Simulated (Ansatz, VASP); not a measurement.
CaPtC4N4 in VASP and in Ansatz

```xyz
10
Lattice="3.8885 -4.0605 0.0000 3.8885 4.0605 0.0000 0.0000 0.0000 7.8161" Properties=species:S:1:pos:R:3 pbc="T T T"
Ca    0.0000    0.0000    0.0000
Pt    3.8885    0.0000    3.9081
C     3.8885    2.2298    6.0948
C     3.8885   -2.2298    1.7213
C     3.8885    2.2298    1.7213
C     3.8885   -2.2298    6.0948
N     3.8885    1.3840    5.2884
N     3.8885   -1.3840    2.5277
N     3.8885    1.3840    2.5277
N     3.8885   -1.3840    5.2884
```

Alike in both runs: functional PBE; k mesh 4 × 4 × 4; occupations gaussian, width 0.02 eV; no spin polarisation.

Ansatz relaxed the structure, and its values are those at the end. VASP's run is a single point on that final structure, the one shown.

```csv
,VASP,Ansatz
version,VASP 6.6.1,Ansatz 0.2.0
potentials or method,"VASP PAW PBE potentials, release 64 (Ca_sv, Pt, C, N), cutoff 520 eV","scalar-relativistic, plane waves, PAW"
valence electrons in the cell,56,64
```

|  | VASP | Ansatz | Ansatz less VASP |
| --- | --- | --- | --- |
| gap on the k mesh at the Fermi level (eV) | 3.83 | 3.84 | +0.008 |
| least direct gap on the mesh (eV) | 3.89 | 3.91 | +0.023 |
| pressure (GPa) | 0.3 | 0.0 | -0.31 |
| rms of the force components (eV/Å) | 0.192 | 0.001 | -0.1909 |

One of these differences is far larger than is usual between the two programs; its cause wasn't traced. VASP's potentials hold 56 valence electrons a cell and Ansatz's 64, so a difference there can come from the potentials and not from the codes.

Neither program's run includes spin-orbit coupling. Noted on VASP's run: the standard files for N, O and F lose accuracy on very short bonds.
